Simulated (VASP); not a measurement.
# Ti (I4/mmm) in VASP: a series of runs

The runs below take Ti through single point, with PBEsol.

All numbers are computed with VASP 6.6.1; they aren't measurements. Logs are shortened: lines on timing, memory, paths and dates and some standing lists are left out, and cuts for length are marked.

## 1. The cell of the first run

It takes space group I4/mmm (No. 139, tetragonal). The conventional cell has a = 3.604 Å, b = 3.604 Å, c = 2.548 Å, α = 90.00°, β = 90.00°, γ = 90.00°. Within 3.4 Å of Ti (site symmetry 4/mmm) lie 10 Ti at 2.55 to 2.85 Å.

## 2. Single point, PBEsol

INCAR reads:

```
SYSTEM = Ti
PREC = Accurate
ENCUT = 520
EDIFF = 1E-6
ISMEAR = 0
SIGMA = 0.15
LREAL = .FALSE.
LASPH = .TRUE.
NELM = 60
ALGO = Fast
ISIF = 2
LWAVE = .FALSE.
LCHARG = .FALSE.
GGA = PS
NBANDS = 12
```

KPOINTS reads:

```
regular mesh
0
G
  28 28 28
  0 0 0
```

POSCAR reads:

```
Ti
1.0
   -1.8017725644      1.8017725644      1.2738532030
    1.8017725644     -1.8017725644      1.2738532030
    1.8017725644      1.8017725644     -1.2738532030
Ti
1
Direct
    0.0000000000      0.0000000000      0.0000000000
```

Potentials or basis: VASP PAW PBE potentials, release 64 (Ti_sv).

On the command line:

```console
cat potpaw_PBE.64/Ti_sv/POTCAR > POTCAR
mpirun -np 1 vasp_std > vasp.out
```

OUTCAR:

```text
SYSTEM = Ti
   PREC = Accurate
   ENCUT = 520
   EDIFF = 1E-6
   ISMEAR = 0
   LREAL = .FALSE.
   LASPH = .TRUE.
   NELM = 60
   ISIF = 2
   GGA = PS

 ion  position               nearest neighbor table
   1  0.000  0.000  0.000-

  LATTYP: Found a body centered tetragonal cell.
 ALAT       =     3.6035451288
 C/A-ratio  =     0.7070000000

  Lattice vectors:

 A1 = (  -1.8017725644,   1.8017725644,   1.2738532030)
 A2 = (   1.8017725644,  -1.8017725644,   1.2738532030)
 A3 = (   1.8017725644,   1.8017725644,  -1.2738532030)

Analysis of symmetry for initial positions (statically):
=====================================================================
 Subroutine PRICEL returns:
 Original cell was already a primitive cell.

 Routine SETGRP: Setting up the symmetry group for a
 body centered tetragonal supercell.

 Subroutine GETGRP returns: Found 16 space group operations
 (whereof 16 operations were pure point group operations)
 out of a pool of 16 trial point group operations.

The static configuration has the point symmetry D_4h.

Analysis of symmetry for dynamics (positions and initial velocities):
=====================================================================
 Subroutine PRICEL returns:
 Original cell was already a primitive cell.

 Routine SETGRP: Setting up the symmetry group for a
 body centered tetragonal supercell.

 Subroutine GETGRP returns: Found 16 space group operations
 (whereof 16 operations were pure point group operations)
 out of a pool of 16 trial point group operations.

The dynamic configuration has the point symmetry D_4h.

 Subroutine INISYM returns: Found 16 space group operations
 (whereof 16 operations are pure point group operations),
 and found     1 'primitive' translations

----------------------------------------------------------------------------------------

                                     Primitive cell

  volume of cell :      16.5417

  direct lattice vectors                    reciprocal lattice vectors
    -1.801772564  1.801772564  1.273853203     0.000000000  0.277504503  0.392509905
     1.801772564 -1.801772564  1.273853203     0.277504503  0.000000000  0.392509905
     1.801772564  1.801772564 -1.273853203     0.277504503  0.277504503  0.000000000

  length of vectors
     2.848766528  2.848766528  2.848766528     0.480700296  0.480700296  0.392450632

  position of ions in fractional coordinates (direct lattice)
     0.000000000  0.000000000  0.000000000

[... 78 lines left out ...]
   NSW    =      0    number of steps for IOM
   IBRION =     -1    ionic relax: 0-MD 1-quasi-New 2-CG
   NFREE  =      0    steps in history (QN), initial steepest desc. (CG)
   ISIF   =      2    stress and relaxation
   ISYM   =      2    0-nonsym 1-usesym 2-fastsym
   POTIM  = 0.5000    time-step for ionic-motion
   TEBEG  =    0.0;   TEEND  =   0.0 temperature during run
   PSTRESS=    0.0 pullay stress
   NELECT =      12.0000    total number of electrons
   NUPDOWN=      -1.0000    fix difference up-down
   EMIN   =  10.00;   EMAX   =-10.00  energy-range for DOS
   EFERMI =   0.00;   METHOD = LEGACY
   ISMEAR =     0;   SIGMA  =   0.15  broadening in eV -4-tet -1-fermi 0-gaus
   EFERMI_NEDOS =   21; number of points for ismear=-14 and -15
   IALGO  =     68    algorithm
   IMIX   =      4    mixing-type and parameters
     AMIX     =   0.40;   BMIX     =  1.00
     AMIX_MAG =   1.60;   BMIX_MAG =  1.00
  volume/ion in A,a.u.               =      16.54       111.63
  Fermi-wavevector in a.u.,A,eV,Ry     =   1.470987  2.779762 29.440320  2.163802
  Thomas-Fermi vector in A             =   2.586177
   LORBIT       =      0    0 simple, 1 ext, 2 COOP (PROOUT), +10 PAW based schemes
   GGA     = PS    functional components
   LHFCALC =     F    Hartree Fock is set to
   AEXX    =    0.0000 exact exchange contribution
   IVDW    =     0    specifies the selected vdW correction
   LEPSILON=     F    determine dielectric tensor
   LRPA    =     F    only Hartree local field effects (RPA)
 non-spin polarized calculation
 RMM-DIIS sequential band-by-band and
 Gauss-broadening in eV      SIGMA  =   0.15
  energy-cutoff  :      520.00
  volume of cell :       16.54
 maximum number of plane-waves:       466
 NGX is ok and might be reduce to    24
   NGX = 11   NGY = 11   NGZ = 11

 number of electron      11.9999998 magnetization

 Free energy of the ion-electron system (eV)
  ---------------------------------------------------
  ext. energy  EPLUGINS =         0.00000000
  ---------------------------------------------------
  free energy    TOTEN  =        -8.15791747 eV

  energy without entropy =       -8.15002377  energy(sigma->0) =       -8.15397062

 E-fermi :   8.5004     XC(G=0): -11.8262

 val. band max:        8.4999884667   @ k =  -0.2500  -0.3929   0.2500
 cond. band min:       8.5033519482   @ k =   0.2143   0.1786  -0.0000
 fundamental gap:      0.0033634815
 Fermi energy:         8.5003811301

 k-point     1 :       0.0000    0.0000    0.0000
  band No.  band energies     occupation
      1     -47.7356      2.00000
      2     -23.6590      2.00000
      3     -23.6590      2.00000
      4     -23.3422      2.00000
      5       2.4751      2.00000
      6       7.9917      2.00000
      7       8.9472      0.00003
      8      11.1891      0.00000
      9      11.1891      0.00000
     10      12.2079      0.00000
     11      24.0714      0.00000
     12      24.0714      0.00000
[... 331 lines left out ...]
 k-point    24 :       0.3214    0.0357    0.0000
  band No.  band energies     occupation
      1     -47.5086      2.00000
      2     -24.4053      2.00000
      3     -23.7711      2.00000
      4     -23.7248      2.00000
      5       5.7863      2.00000
      6       7.7205      2.00000
      7       9.5722      0.00000
      8      11.2977      0.00000
      9      11.4904      0.00000
     10      12.3573      0.00000
     11      21.5871      0.00000
     12      23.5693      0.00000

 [... further k-points ...]
[... 5 lines left out ...]
  --------------------------------------------------------------------------------------
  -------------------------------------------------------------------------------------
  Total       -0.6110046     -0.6110046      1.2195180      0.0000000     -0.0000000      0.0000000
  in kB      -59.1801108    -59.1801108    118.1189197      0.0000000     -0.0000000      0.0000000
  external PRESSURE =      -0.0804339 kB  Pullay stress =       0.0000000 kB

 VOLUME and BASIS-vectors are now :
 -----------------------------------------------------------------------------
  energy-cutoff  :      520.00
  volume of cell :       16.54
      direct lattice vectors                 reciprocal lattice vectors
    -1.801772564  1.801772564  1.273853203     0.000000000  0.277504503  0.392509905
     1.801772564 -1.801772564  1.273853203     0.277504503  0.000000000  0.392509905
     1.801772564  1.801772564 -1.273853203     0.277504503  0.277504503  0.000000000

 POSITION                                       TOTAL-FORCE (eV/Angst)
 -----------------------------------------------------------------------------------
      0.00000      0.00000      0.00000         0.000000      0.000000     -0.000000
 -----------------------------------------------------------------------------------
    total drift:                                0.000000      0.000000      0.000000

  FREE ENERGIE OF THE ION-ELECTRON SYSTEM (eV)
  ---------------------------------------------------
  free  energy   TOTEN  =        -8.1579174748 eV

  energy  without entropy=       -8.1500237670  energy(sigma->0) =       -8.15397062
```

Wall time 5.5 min (1 thread of Intel Xeon 6975P-C, shared host); peak memory 0.42 GiB.

Results:

| Quantity | Value |
| --- | --- |
| Free energy | -8.1579 eV |
| Pressure | 0.0 GPa |
| Band gap on the k mesh | zero (band 6 reaches 8.99 eV, above the bottom of band 7 at 8.28 eV) |

Stress tensor (GPa, compression positive):
```
-5.92  0.00  0.00
 0.00 -5.92  0.00
 0.00  0.00 11.81
```

Levels at points of the mesh, in eV from the Fermi level:
```
           k point  band 3  band 4  band 5  band 6  band 7  band 8  band 9  band 10
(0.00, 0.00, 0.00)  -32.16  -31.84   -6.03   -0.51    0.45    2.69    2.69     3.71
(0.50, 0.00, 0.00)  -32.31  -32.26   -2.52   -1.24    2.61    2.78    4.02     4.65
(0.50, 0.50, 0.00)  -32.10  -31.94   -2.63   -0.13    0.51    2.21    2.38     4.50
(0.50, 0.50, 0.50)  -32.74  -32.04   -2.65   -2.01    4.31    4.31    4.51     5.69
```

Caveat: the PAW data sets were made with another functional, which shifts forces and pressure a little.

## 3. Single point, PBEsol

INCAR reads:

```
SYSTEM = Ti
  ALGO = Fast
  EDIFF = 1E-7
  ENCUT = 520
  GGA = PS
  ISIF = 2
  ISMEAR = 0
  LASPH = .TRUE.
  LCHARG = .TRUE.
  LELF = .TRUE.
  LREAL = .FALSE.
  LVHAR = .TRUE.
  LWAVE = .FALSE.
  NBANDS = 12
  NELM = 60
  PREC = Accurate
  SIGMA = 0.15
```

KPOINTS reads:

```
k-points
0
G
  28 28 28
  0 0 0
```

POSCAR reads:

```
Ti
1.0
   -1.6944683669      1.6944683669      1.4402981119
    1.6944683669     -1.6944683669      1.4402981119
    1.6944683669      1.6944683669     -1.4402981119
Ti
1
Direct
    0.0000000000      0.0000000000      0.0000000000
```

Potentials or basis: VASP PAW PBE potentials, release 64 (Ti_sv).

On the command line:

```console
cat potpaw_PBE.64/Ti_sv/POTCAR > POTCAR
mpirun -np 1 vasp_std > vasp.out
```

It took 6 min on 1 thread of Intel Xeon 6975P-C, shared host; peak memory 0.43 GiB.

It converged, with:

| Item | Value |
| --- | --- |
| Free energy | -8.2614 eV |
| Pressure | -0.3 GPa |
| Band gap on the k mesh | zero (band 6 reaches 9.41 eV, above the bottom of band 7 at 7.91 eV) |

Stress tensor (GPa, compression positive):
```
-0.62  0.00  0.00
 0.00 -0.62  0.00
 0.00  0.00  0.39
```

Levels at points of the mesh, in eV from the Fermi level:
| k point | band 2 | band 3 | band 4 | band 5 | band 6 | band 7 | band 8 | band 9 | band 10 | band 11 |
| --- | --- | --- | --- | --- | --- | --- | --- | --- | --- | --- |
| (0.00, 0.00, 0.00) | -32.16 | -32.16 | -32.12 | -6.10 | 0.20 | 1.57 | 1.57 | 1.88 | 3.44 | 16.76 |
| (0.50, 0.00, 0.00) | -32.96 | -32.41 | -32.23 | -2.62 | -0.92 | 1.78 | 2.73 | 3.98 | 4.41 | 9.79 |
| (0.50, 0.50, 0.00) | -32.95 | -32.29 | -32.12 | -2.63 | 0.54 | 0.62 | 1.80 | 2.82 | 4.37 | 8.51 |
| (0.50, 0.50, 0.50) | -32.75 | -32.75 | -32.49 | -2.52 | -2.11 | 4.06 | 4.06 | 4.34 | 7.20 | 7.20 |

Caveat: the PAW data sets were made with another functional, which shifts forces and pressure a little.

## 4. Single point, PBEsol

INCAR reads:

```
SYSTEM = Ti
ALGO = Fast
EDIFF = 1E-6
ENCUT = 520
GGA = PS
ISIF = 2
ISMEAR = 0
LASPH = .TRUE.
LCHARG = .FALSE.
LREAL = .FALSE.
LWAVE = .FALSE.
NBANDS = 12
NELM = 80
PREC = Accurate
SIGMA = 0.15
```

KPOINTS is that of step 3.

POSCAR reads:

```
Ti
1.0
   -1.5104720457      1.5104720457      1.8125664549
    1.5104720457     -1.5104720457      1.8125664549
    1.5104720457      1.5104720457     -1.8125664549
Ti
1
Direct
    0.0000000000      0.0000000000      0.0000000000
```

Potentials or basis: VASP PAW PBE potentials, release 64 (Ti_sv).

On the command line:

```console
cat potpaw_PBE.64/Ti_sv/POTCAR > POTCAR
mpirun -np 1 vasp_std > vasp.out
```

OUTCAR:

```text
SYSTEM = Ti
   EDIFF = 1E-6
   ENCUT = 520
   GGA = PS
   ISIF = 2
   ISMEAR = 0
   LASPH = .TRUE.
   LREAL = .FALSE.
   NELM = 80
   PREC = Accurate

 ion  position               nearest neighbor table
   1  0.000  0.000  0.000-

  LATTYP: Found a body centered tetragonal cell.
 ALAT       =     3.0209440914
 C/A-ratio  =     1.2000000000

  Lattice vectors:

 A1 = (  -1.5104720457,   1.5104720457,   1.8125664549)
 A2 = (   1.5104720457,  -1.5104720457,   1.8125664549)
 A3 = (   1.5104720457,   1.5104720457,  -1.8125664549)

Analysis of symmetry for initial positions (statically):
=====================================================================
 Subroutine PRICEL returns:
 Original cell was already a primitive cell.

 Routine SETGRP: Setting up the symmetry group for a
 body centered tetragonal supercell.

 Subroutine GETGRP returns: Found 16 space group operations
 (whereof 16 operations were pure point group operations)
 out of a pool of 16 trial point group operations.

The static configuration has the point symmetry D_4h.

Analysis of symmetry for dynamics (positions and initial velocities):
[... 162 lines left out ...]
 cond. band min:       8.5582194556   @ k =  -0.2500  -0.2857   0.0357
 fundamental gap:      0.0009856070
 Fermi energy:         8.5574770513

 k-point     1 :       0.0000    0.0000    0.0000
  band No.  band energies     occupation
      1     -47.7715      2.00000
      2     -23.6643      2.00000
      3     -23.6643      2.00000
      4     -23.6518      2.00000
      5       2.4134      2.00000
      6       9.2679      0.00000
      7       9.2679      0.00000
      8      10.4236      0.00000
      9      10.4366      0.00000
     10      11.7275      0.00000
     11      24.6137      0.00000
     12      27.4936      0.00000
[... 331 lines left out ...]
 k-point    24 :       0.3214    0.0357    0.0000
  band No.  band energies     occupation
      1     -47.6528      2.00000
      2     -24.2733      2.00000
      3     -23.8099      2.00000
      4     -23.6746      2.00000
      5       5.2996      2.00000
      6       8.6506      0.38007
      7       8.9120      0.00083
      8      10.4523      0.00000
      9      11.6134      0.00000
     10      12.0091      0.00000
     11      19.9673      0.00000
     12      23.8890      0.00000

 [... further k-points ...]
[... 5 lines left out ...]
  --------------------------------------------------------------------------------------
  -------------------------------------------------------------------------------------
  Total       -0.0590285     -0.0590285      0.2633343      0.0000000      0.0000000      0.0000000
  in kB       -5.7173250     -5.7173250     25.5057817      0.0000000      0.0000000      0.0000000
  external PRESSURE =       4.6903772 kB  Pullay stress =       0.0000000 kB

 VOLUME and BASIS-vectors are now :
 -----------------------------------------------------------------------------
  energy-cutoff  :      520.00
  volume of cell :       16.54
      direct lattice vectors                 reciprocal lattice vectors
    -1.510472046  1.510472046  1.812566455     0.000000000  0.331022346  0.275851955
     1.510472046 -1.510472046  1.812566455     0.331022346  0.000000000  0.275851955
     1.510472046  1.510472046 -1.812566455     0.331022346  0.331022346  0.000000000

 POSITION                                       TOTAL-FORCE (eV/Angst)
 -----------------------------------------------------------------------------------
      0.00000      0.00000      0.00000         0.000000      0.000000      0.000000
 -----------------------------------------------------------------------------------
    total drift:                                0.000000      0.000000      0.000000

  FREE ENERGIE OF THE ION-ELECTRON SYSTEM (eV)
  ---------------------------------------------------
  free  energy   TOTEN  =        -8.2676874207 eV

  energy  without entropy=       -8.2435262126  energy(sigma->0) =       -8.25560682
```

Wall time 4.1 min (1 thread of Intel Xeon 6975P-C, shared host); peak memory 0.43 GiB.

What came out:

* Free energy: -8.2677 eV
* Pressure: 0.5 GPa
* Band gap on the k mesh: zero (band 6 reaches 9.49 eV, above the bottom of band 7 at 7.94 eV)

Caveat: the PAW data sets were made with another functional, which shifts forces and pressure a little.

## 5. The runs side by side

| cell | further INCAR settings | gap on the mesh (eV) | pressure (GPa) |
| --- | --- | --- | --- |
| a = 2.849 Å, angles 101.5, 101.5, 126.9°, 1 atom | ALGO = Fast; EDIFF = 1e-06; NBANDS = 12 | none | 0.0 |
| a = 2.796 Å, angles 105.4, 105.4, 118.0°, 1 atom | ALGO = Fast; EDIFF = 1e-07; NBANDS = 12 | none | -0.3 |
| a = 2.802 Å, angles 114.7, 114.7, 99.4°, 1 atom | ALGO = Fast; EDIFF = 1e-06; NBANDS = 12 | none | 0.5 |

Alike in all rows: task single point; level PBEsol; potentials or basis VASP PAW PBE potentials, release 64 (Ti_sv); no spin polarisation; k mesh 28 × 28 × 28; cutoff (eV) 520; smearing gaussian 0.15 eV.

Caveats: the PAW data sets were made with another functional, which shifts forces and pressure a little.

Total energies depend on the potentials used, so only differences within one code and one set of settings carry meaning.
